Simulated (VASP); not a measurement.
Wanted: the native input for a VASP 6.6.1 run.

| Quantity | Value |
| --- | --- |
| Task | single point |
| Functional | PBE |
| Potentials or basis | VASP PAW PBE potentials, release 64 (Se) |
| Cutoff | 520 eV |
| k mesh | 8 × 8 × 8 |
| Occupations | gaussian, width 0.1 eV |
| Spin | no spin polarisation |
| Dipole correction | no |
| Further INCAR settings | ALGO = Normal; EDIFF = 1e-07; NBANDS = 9 |

The structure of Se lies in POSCAR:

```
Se
1.0
   -1.6521863053      1.6521863053      2.5135604404
    1.6521863053     -1.6521863053      2.5135604404
    1.6521863053      1.6521863053     -2.5135604404
Se
1
Direct
    0.0000000000      0.0000000000      0.0000000000
```

One way to write it, as run:

INCAR

```
PREC = Accurate
ENCUT = 520
EDIFF = 1E-7
ISMEAR = 0
SIGMA = 0.1
LREAL = False
LASPH = True
NELM = 60
ALGO = Normal
ISIF = 2
LWAVE = False
LCHARG = True
GGA = PE
LELF = True
LVHAR = True
NBANDS = 9
```

KPOINTS

```
Automatic mesh
0
Gamma
  8 8 8
```

Potentials or basis: VASP PAW PBE potentials, release 64 (Se).

Launch:

```bash
$ cat potpaw_PBE.64/Se/POTCAR > POTCAR
$ mpirun -np 1 vasp_std > vasp.out
```

It gave:

```
Pressure               : -10.2 GPa
Band gap on the k mesh : zero (bands 3 and 4 overlap by 3.19 eV)
```

Caveat: the cell stands under tension.

It took 6.7 s on 1 thread of Intel(R) Xeon(R) 6975P-C (Granite Rapids), on a shared host, peak memory 0.16 GiB.
